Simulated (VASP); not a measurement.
Sn2Se:

```
CELL_PARAMETERS angstrom
5.43867 0.00000 0.00000
-2.71933 4.71003 0.00000
0.00000 0.00000 3.14252
ATOMIC_POSITIONS crystal
Sn 0.33333 0.66667 0.00000
Sn 0.66667 0.33333 0.00000
Se 0.00000 0.00000 0.00000
```

The cell was built from a structure type or drawn by symmetry, and may not be a known phase.

* Program: VASP 6.6.1
* Task: relaxation of cell and atoms
* Functional: PBE
* Potentials or basis: VASP PAW PBE potentials, release 64 (Sn_d, Se)
* Cutoff: 600 eV
* k mesh: 12 × 12 × 14
* Occupations: gaussian, width 0.1 eV
* Spin: no spin polarisation

At the start: pressure 0.2 GPa; volume 26.83 Å³/atom.

Question: How do energy, volume and symmetry change on relaxing?

Answer: Over 8 steps the energy falls by 24.8 meV/atom; space group P6/mmm (No. 191, to 0.1 Å) before and after.

Step by step:
```csv
step,energy change (eV),largest force (eV/Å),pressure (GPa),volume (Å³)
1,0.0000,0.0000,0.16,80.50
2,-0.0477,0.0000,-0.24,80.76
3,-0.0043,0.0000,0.16,81.08
4,-0.0665,0.0000,-0.32,80.90
5,-0.0738,0.0000,-0.30,80.99
6,-0.0737,0.0000,-0.31,80.99
7,-0.0742,0.0000,0.16,80.22
8,-0.0743,0.0000,0.01,80.46
```

Final structure:
```xyz
3
Lattice="5.6031 0.0000 0.0000 -2.8016 4.8524 0.0000 0.0000 0.0000 2.9593" Properties=species:S:1:pos:R:3 pbc="T T T"
Sn    0.0000    3.2350    2.9593
Sn    2.8016    1.6175    0.0000
Se    0.0000    0.0000    2.9593
```
